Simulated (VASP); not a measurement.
The system is BaTlBr3.

```xyz
5
Lattice="6.2294 0.0000 0.0000 0.0000 6.2294 0.0000 0.0000 0.0000 6.2294" Properties=species:S:1:pos:R:3 pbc="T T T"
Tl    0.0000    0.0000    0.0000
Ba    3.1147    3.1147    3.1147
Br    3.1147    3.1147    0.0000
Br    3.1147    0.0000    3.1147
Br    0.0000    3.1147    3.1147
```

Base run:

```yaml
Program: VASP 6.6.1
Functional: r2SCAN
Potentials_or_basis: VASP PAW PBE potentials, release 64 (Tl_d, Ba_sv, Br)
Cutoff: 520 eV
k_mesh: 4 × 4 × 4
Occupations: gaussian, width 0.01 eV
Spin: no spin polarisation
```

Its results: band gap on the k mesh 3.43 eV (least direct gap 3.60 eV); pressure 0.2 GPa.

Question: The run is repeated on the same cell with these changes: functional from r2SCAN to PBE; further incar settings from ALGO = Normal; EDIFF = 1e-07; NBANDS = 30 to ALGO = Normal; EDIFF = 1e-06; NBANDS = 30. What comes out?

Answer: Band gap on the k mesh 2.98 eV (least direct gap 3.15 eV); pressure 0.6 GPa.

Caveats: spin-orbit coupling is left out, which moves the levels of the heavy elements; the PAW data sets were made with another functional, which shifts forces and pressure a little (at least some runs).

A k mesh can miss the band edges.
